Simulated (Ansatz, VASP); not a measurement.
## Two plane-wave programs on SiBiS

File INCAR:

```
ALGO     = Normal         # electronic algorithm
EDIFF    = 1E-6           # SCF threshold, eV
ENCUT    = 520            # plane-wave cutoff, eV
GGA      = PE             # functional
ISIF     = 2              # what is computed and relaxed
ISMEAR   = 0              # smearing method
LASPH    = T              # aspherical terms in the spheres
LCHARG   = T              # write CHGCAR
LELF     = T              # ELF
LREAL    = F              # projectors in reciprocal space
LVHAR    = T            
LWAVE    = F              # write WAVECAR
NBANDS   = 34             # bands
NELM     = 60             # most SCF steps
PREC     = Accurate       # precision mode
SIGMA    = 0.2            # smearing width, eV
```

KPOINTS

```
k-points
0
Gamma
  6 4 4
```

POSCAR

```
SiBiS
1.0
   -3.3969779859      0.0000000000      0.0000000000
    0.0000000000      0.0000000000     -5.8830270714
    0.0000000000     -6.7939559717      0.0000000000
Si Bi S
2 2 2
Direct
    1.0000000000      0.0000000000      1.0000000000
    1.0000000000      0.0000000000      0.5000000000
    1.0000000000      0.5000000000      0.5000000000
    1.0000000000      0.5000000000      1.0000000000
    0.5000000000      0.0000000000      0.7500000000
    0.5000000000      0.0000000000      0.2500000000
```

Input for Ansatz:

```yaml
crystal:
  lattice:
    - [-3.3969779859, 0.0, 0.0]
    - [0.0, 0.0, -5.8830270714]
    - [0.0, -6.7939559717, 0.0]
  atoms:
    - { symbol: Si, position: [1.0, 0.0, 1.0] }
    - { symbol: Si, position: [1.0, 0.0, 0.5] }
    - { symbol: Bi, position: [1.0, 0.5, 0.5] }
    - { symbol: Bi, position: [1.0, 0.5, 1.0] }
    - { symbol: S, position: [0.5, 0.0, 0.75] }
    - { symbol: S, position: [0.5, 0.0, 0.25] }
basis:
  ecutwfc: 420
kpoints:
  mp_grid: { grid: [6, 4, 4] }
hamiltonian:
  xc: pbe
scf:
  occupations: { method: gaussian, width: 0.2 }
  lower_state_search: "off"
output:
  forces: true
  stress: true
  eigenvalues: true
```

Alike in both runs: task single point; functional PBE; k mesh 6 × 4 × 4; occupations gaussian, width 0.2 eV; no spin polarisation.

|  | VASP | Ansatz |
| --- | --- | --- |
| version | VASP 6.6.1 | Ansatz 0.2.0 |
| potentials or method | VASP PAW PBE potentials, release 64 (Si, Bi_d, S), cutoff 520 eV | scalar-relativistic, plane waves, PAW |
| valence electrons in the cell | 50 | 50 |

```tsv
	VASP	Ansatz	Ansatz less VASP
gap on the k mesh at the Fermi level (eV)	none	none	-
pressure (GPa)	0.0	0.1	+0.09
traceless stress, the component that is largest in VASP (GPa)	1.02	1.04	+0.020
```

A gap of «none» marks a metal or a gap that the smearing closes.

Spin-orbit coupling is off throughout.
